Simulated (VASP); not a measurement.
# CuI (I-4m2) in VASP: single point with PBE

Aim: the single point of CuI with PBE.

All numbers are computed with VASP 6.6.1; they aren't measurements. Logs are shortened: lines on timing, memory, paths and dates and some standing lists are left out, and cuts for length are marked.

### Step 1. The cell of the first run

The structure is tetragonal, space group I-4m2 (No. 119). The conventional cell has a = 4.008 Å, b = 4.008 Å, c = 6.498 Å, α = 90.00°, β = 90.00°, γ = 90.00°. Within 3.4 Å of Cu (site symmetry -4m2) lie 4 I at 2.58 Å. I (site symmetry -4m2) has 4 Cu at 2.58 Å within 3.4 Å.

### Step 2. Single point, PBE (epitaxial xy strain -5.9%)

INCAR reads:

```
SYSTEM = CuI
ALGO     = Normal         ! electronic algorithm
EDIFF    = 1E-7           ! SCF threshold, eV
ENCUT    = 520            ! plane-wave cutoff, eV
GGA      = PE             ! functional
ISIF     = 2              ! what is computed and relaxed
ISMEAR   = -1             ! smearing method
LASPH    = .TRUE.         ! aspherical terms in the spheres
LCHARG   = .FALSE.        ! write CHGCAR
LREAL    = .FALSE.        ! projectors in reciprocal space
LWAVE    = .FALSE.        ! write WAVECAR
NBANDS   = 16             ! bands
NELM     = 80             ! most SCF steps
PREC     = Accurate       ! precision mode
SIGMA    = 0.02           ! smearing width, eV
```

KPOINTS reads:

```
k-points
0
G
  8 8 8
  0 0 0
```

POSCAR reads:

```
CuI
1.0
    0.0000000000      2.8340181907      3.2487760401
    2.8340181907      0.0000000000      3.2487760401
    2.8340181907      2.8340181907      0.0000000000
Cu I
1 1
Direct
    0.0000000000      0.0000000000      0.0000000000
    0.2500000000      0.2500000000      0.2500000000
```

Potentials or basis: VASP PAW PBE potentials, release 64 (Cu, I).

Started as:

```
$ cat potpaw_PBE.64/Cu/POTCAR potpaw_PBE.64/I/POTCAR > POTCAR
$ mpirun -np 1 vasp_std > vasp.out
```

OUTCAR:

```text
SYSTEM = CuI
   EDIFF = 1E-7
   ENCUT = 520
   GGA = PE
   ISIF = 2
   ISMEAR = -1
   LASPH = .TRUE.
   LREAL = .FALSE.
   NELM = 80
   PREC = Accurate

 ion  position               nearest neighbor table
   1  0.000  0.000  0.000-   2 2.58   2 2.58   2 2.58   2 2.58
   2  0.250  0.250  0.250-   1 2.58   1 2.58   1 2.58   1 2.58

  LATTYP: Found a body centered tetragonal cell.
 ALAT       =     4.0079069613
 C/A-ratio  =     1.6211833615

  Lattice vectors:

 A1 = (  -2.8340181907,   0.0000000000,   3.2487760401)
 A2 = (   2.8340181907,   0.0000000000,   3.2487760401)
 A3 = (   0.0000000000,   2.8340181907,  -3.2487760401)

Analysis of symmetry for initial positions (statically):
=====================================================================
 Subroutine PRICEL returns:
 Original cell was already a primitive cell.

 Routine SETGRP: Setting up the symmetry group for a
 body centered tetragonal supercell.

 Subroutine GETGRP returns: Found  8 space group operations
 (whereof  8 operations were pure point group operations)
 out of a pool of 16 trial point group operations.

The static configuration has the point symmetry D_2d.

Analysis of symmetry for dynamics (positions and initial velocities):
=====================================================================
 Subroutine PRICEL returns:
 Original cell was already a primitive cell.

 Routine SETGRP: Setting up the symmetry group for a
 body centered tetragonal supercell.

 Subroutine GETGRP returns: Found  8 space group operations
 (whereof  8 operations were pure point group operations)
 out of a pool of 16 trial point group operations.

The dynamic configuration has the point symmetry D_2d.

 Subroutine INISYM returns: Found  8 space group operations
 (whereof  8 operations are pure point group operations),
 and found     1 'primitive' translations

----------------------------------------------------------------------------------------

                                     Primitive cell

  volume of cell :      52.1861

  direct lattice vectors                    reciprocal lattice vectors
     0.000000000  2.834018191  3.248776040    -0.176427943  0.176427943  0.153904115
     2.834018191  0.000000000  3.248776040     0.176427943 -0.176427943  0.153904115
     2.834018191  2.834018191  0.000000000     0.176427943  0.176427943 -0.153904115

  length of vectors
     4.311172099  4.311172099  4.007906961     0.293155445  0.293155445  0.293155445

  position of ions in fractional coordinates (direct lattice)
     0.000000000  0.000000000  0.000000000
     0.250000000  0.250000000  0.250000000

  ion indices of the primitive-cell ions
   primitive index   ion index
                 1           1
                 2           2

----------------------------------------------------------------------------------------

 KPOINTS: k-points

Automatic generation of k-mesh.
 Grid dimensions read from file:
 generate k-points for:    8    8    8

 Generating k-lattice:

  Cartesian coordinates                     Fractional coordinates (reciprocal lattice)
    -0.022053493  0.022053493  0.019238014     0.125000000  0.000000000  0.000000000
     0.022053493 -0.022053493  0.019238014     0.000000000  0.125000000  0.000000000
     0.022053493  0.022053493 -0.019238014     0.000000000  0.000000000  0.125000000

  Length of vectors
     0.036644431  0.036644431  0.036644431

  Shift w.r.t. Gamma in fractional coordinates (k-lattice)
     0.000000000  0.000000000  0.000000000

 Subroutine IBZKPT returns following result:
 ===========================================

 Found     59 irreducible k-points:

 Following reciprocal coordinates:
            Coordinates               Weight
  0.000000  0.000000  0.000000      1.000000
  0.125000  0.000000  0.000000      8.000000
  0.250000  0.000000  0.000000      8.000000
  0.375000  0.000000  0.000000      8.000000
  0.500000  0.000000  0.000000      4.000000
  0.125000  0.125000  0.000000      2.000000
[... 16 lines left out ...]
  0.250000  0.000000  0.125000     16.000000
  0.375000  0.000000  0.125000     16.000000
 [... further k-points ...]
   k-points           NKPTS =     59   k-points in BZ     NKDIM =     59   number of bands    NBANDS=     16
   number of dos      NEDOS =    301   number of ions     NIONS =      2
   total plane-waves  NPLWV =  30720
   dimension x,y,z NGX =    32 NGY =   32 NGZ =   30
   dimension x,y,z NGXF=    64 NGYF=   64 NGZF=   60
   ions per type =               1   1
   NGX,Y,Z   is equivalent  to a cutoff of  12.34, 12.34, 12.44 a.u.
   NGXF,Y,Z  is equivalent  to a cutoff of  24.68, 24.68, 24.89 a.u.
 SYSTEM =  CuI
   PREC   = accura    normal or accurate (medium, high low for compatibility)
   ISTART =      0    job   : 0-new  1-cont  2-samecut
   ICHARG =      2    charge: 1-file 2-atom 10-const
   ISPIN  =      1    spin polarized calculation?
   LNONCOLLINEAR =      F non collinear calculations
   LSORBIT =      F    spin-orbit coupling
   LASPH  =      T    aspherical Exc in radial PAW
   ENCUT  =  520.0 eV  38.22 Ry    6.18 a.u.   8.02  8.02  7.45*2*pi/ulx,y,z
   NELM   =     80;   NELMIN=  2; NELMDL= -5     # of ELM steps
   EDIFF  = 0.1E-06   stopping-criterion for ELM
   LREAL  =      F    real-space projection
   EDIFFG = 0.1E-05   stopping-criterion for IOM
   NSW    =      0    number of steps for IOM
   IBRION =     -1    ionic relax: 0-MD 1-quasi-New 2-CG
   NFREE  =      0    steps in history (QN), initial steepest desc. (CG)
   ISIF   =      2    stress and relaxation
   ISYM   =      2    0-nonsym 1-usesym 2-fastsym
   POTIM  = 0.5000    time-step for ionic-motion
   TEBEG  =    0.0;   TEEND  =   0.0 temperature during run
   PSTRESS=    0.0 pullay stress
   NELECT =      18.0000    total number of electrons
   NUPDOWN=      -1.0000    fix difference up-down
   EMIN   =  10.00;   EMAX   =-10.00  energy-range for DOS
   EFERMI =   0.00;   METHOD = LEGACY
   ISMEAR =    -1;   SIGMA  =   0.02  broadening in eV -4-tet -1-fermi 0-gaus
   EFERMI_NEDOS =   21; number of points for ismear=-14 and -15
   IALGO  =     38    algorithm
   IMIX   =      4    mixing-type and parameters
     AMIX     =   0.40;   BMIX     =  1.00
     AMIX_MAG =   1.60;   BMIX_MAG =  1.00
  volume/ion in A,a.u.               =      26.09       176.08
  Fermi-wavevector in a.u.,A,eV,Ry     =   1.148102  2.169599 17.934374  1.318139
  Thomas-Fermi vector in A             =   2.284779
   LORBIT       =      0    0 simple, 1 ext, 2 COOP (PROOUT), +10 PAW based schemes
   GGA     = PE    functional components
   LHFCALC =     F    Hartree Fock is set to
   AEXX    =    0.0000 exact exchange contribution
   IVDW    =     0    specifies the selected vdW correction
   LEPSILON=     F    determine dielectric tensor
   LRPA    =     F    only Hartree local field effects (RPA)
 non-spin polarized calculation
  energy-cutoff  :      520.00
  volume of cell :       52.19
 maximum number of plane-waves:      1444
   NGX = 15   NGY = 15   NGZ = 15

 number of electron      17.9999992 magnetization

 Free energy of the ion-electron system (eV)
  ---------------------------------------------------
  ext. energy  EPLUGINS =         0.00000000
  ---------------------------------------------------
  free energy    TOTEN  =        -5.48212087 eV

  energy without entropy =       -5.48212087  energy(sigma->0) =       -5.48212087

 E-fermi :   5.6573     XC(G=0):  -9.2591

 val. band max:        5.2152967296   @ k =   0.0000   0.0000   0.0000
 cond. band min:       6.4150471917   @ k =   0.0000   0.0000   0.0000
 fundamental gap:      1.1997504621
 Fermi energy:         5.6572686869

 k-point     1 :       0.0000    0.0000    0.0000
  band No.  band energies     occupation
      1      -9.1851      2.00000
      2       1.1346      2.00000
      3       1.3496      2.00000
      4       1.3496      2.00000
      5       2.9633      2.00000
      6       3.1084      2.00000
[... 8 lines left out ...]
     15      13.8435      0.00000
     16      14.6732      0.00000

 k-point     2 :       0.1250    0.0000    0.0000
  band No.  band energies     occupation
      1      -9.0995      2.00000
      2       0.9395      2.00000
      3       1.2186      2.00000
      4       1.3801      2.00000
      5       2.9666      2.00000
      6       3.0949      2.00000
[... 8 lines left out ...]
     15      14.3412      0.00000
     16      14.9255      0.00000

 k-point     3 :       0.2500    0.0000    0.0000
  band No.  band energies     occupation
      1      -8.8781      2.00000
      2       0.2260      2.00000
      3       1.1306      2.00000
      4       1.4542      2.00000
      5       2.9915      2.00000
      6       3.0710      2.00000
[... 8 lines left out ...]
     15      14.2878      0.00000
     16      14.6356      0.00000

 k-point     4 :       0.3750    0.0000    0.0000
  band No.  band energies     occupation
      1      -8.6316      2.00000
      2      -0.5065      2.00000
      3       1.0574      2.00000
      4       1.5278      2.00000
      5       3.0409      2.00000
      6       3.0647      2.00000
[... 8 lines left out ...]
     15      14.8217      0.00000
     16      15.4366      0.00000
[... 324 lines left out ...]
 k-point    22 :       0.1250    0.0000    0.1250
  band No.  band energies     occupation
      1      -9.0600      2.00000
      2       1.0000      2.00000
      3       1.1002      2.00000
      4       1.3138      2.00000
      5       2.9815      2.00000
      6       3.0780      2.00000
[... 8 lines left out ...]
     15      14.0605      0.00000
     16      15.0783      0.00000

 k-point    23 :       0.2500    0.0000    0.1250
  band No.  band energies     occupation
      1      -8.8747      2.00000
      2       0.4163      2.00000
      3       1.0843      2.00000
      4       1.3297      2.00000
      5       2.9980      2.00000
      6       3.0558      2.00000
[... 8 lines left out ...]
     15      14.1590      0.00000
     16      15.7023      0.00000

 k-point    24 :       0.3750    0.0000    0.1250
  band No.  band energies     occupation
      1      -8.6320      2.00000
      2      -0.2844      2.00000
      3       1.0199      2.00000
      4       1.3640      2.00000
      5       3.0180      2.00000
      6       3.0671      2.00000
[... 8 lines left out ...]
     15      14.9665      0.00000
     16      15.9704      0.00000

 [... further k-points ...]

------------------------ aborting loop because EDIFF is reached ----------------------------------------

  FORCE on cell =-STRESS in cart. coord.  units (eV):
  Direction    XX          YY          ZZ          XY          YZ          ZX
  --------------------------------------------------------------------------------------
  -------------------------------------------------------------------------------------
  Total        1.3736641      1.3736641      0.4503854      0.0000000      0.0000000      0.0000000
  in kB       42.1731546     42.1731546     13.8273783      0.0000000      0.0000000      0.0000000
  external PRESSURE =      32.7245625 kB  Pullay stress =       0.0000000 kB

 VOLUME and BASIS-vectors are now :
 -----------------------------------------------------------------------------
  energy-cutoff  :      520.00
  volume of cell :       52.19
      direct lattice vectors                 reciprocal lattice vectors
     0.000000000  2.834018191  3.248776040    -0.176427943  0.176427943  0.153904115
     2.834018191  0.000000000  3.248776040     0.176427943 -0.176427943  0.153904115
     2.834018191  2.834018191  0.000000000     0.176427943  0.176427943 -0.153904115

 POSITION                                       TOTAL-FORCE (eV/Angst)
 -----------------------------------------------------------------------------------
      0.00000      0.00000      0.00000         0.000000      0.000000     -0.000000
      1.41701      1.41701      1.62439        -0.000000     -0.000000      0.000000
 -----------------------------------------------------------------------------------
    total drift:                               -0.000006     -0.000006     -0.000008

  FREE ENERGIE OF THE ION-ELECTRON SYSTEM (eV)
  ---------------------------------------------------
  free  energy   TOTEN  =        -5.4821208739 eV

  energy  without entropy=       -5.4821208739  energy(sigma->0) =       -5.48212087
```

It took 81 s on 1 thread of AMD EPYC 7R13, shared host; peak memory 0.18 GiB.

What came out:

| Quantity | Value |
| --- | --- |
| Free energy | -5.4821 eV |
| Pressure | 3.3 GPa |
| Band gap on the k mesh | 1.20 eV |

Caveat: the cell differs from its parent crystal (epitaxial xy strain -5.9%); the cell stands under pressure; spin-orbit coupling is left out, which moves the levels of the heavy elements.
